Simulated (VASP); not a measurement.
A run of VASP 6.6.1:

File INCAR:

```
SYSTEM = HC8
PREC = Accurate ; ENCUT = 520
EDIFF = 1E-6 ; ISMEAR = 0
SIGMA = 0.1 ; LREAL = .False.
LASPH = .True. ; NELM = 120
ALGO = Normal ; ISIF = 2
LWAVE = .False. ; LCHARG = .True.
GGA = CA ; LELF = .True.
LVHAR = .True. ; NBANDS = 26
GGA_COMPAT = .False.
```

Contents of KPOINTS:

```
regular mesh
0
Gamma
  3 3 5
  0 0 0
```

Contents of POSCAR:

```
HC8
1.0
    2.4560580000      1.4180060000      6.6940220000
   -2.4560580000      1.4180060000      6.6940220000
    0.0000000000     -1.4180050000      3.3470110000
C H
8 1
Direct
    0.4180000398      0.4180000398      0.8359999639
    0.0819999602      0.0819999602      0.1640000361
    0.4180000398      0.9180000398      0.8359999639
    0.0819999602      0.5819999602      0.1640000361
    0.9180000398      0.4180000398      0.8359999639
    0.5819999602      0.0819999602      0.1640000361
    0.9180000398      0.9180000398      0.8359999639
    0.5819999602      0.5819999602      0.1640000361
    0.1572253891      0.1572253891      0.2238829131
```

Potentials or basis: VASP PAW LDA potentials, release 64 (C, H).

The run is started by

```console
$ cat potpaw_LDA.64/C/POTCAR potpaw_LDA.64/H/POTCAR > POTCAR
$ mpirun -np 1 vasp_std > vasp.out
```

Hardware: 1 thread of Intel(R) Xeon(R) Platinum 8375C CPU @ 2.90GHz (Ice Lake) (shared host).

Question: Estimate the wall time of this run.

Answer: It took 43 s on 1 thread of Intel(R) Xeon(R) Platinum 8375C CPU @ 2.90GHz (Ice Lake), with other jobs on the host, peak memory 0.21 GiB. Counts: scf iterations 12, k points 16.
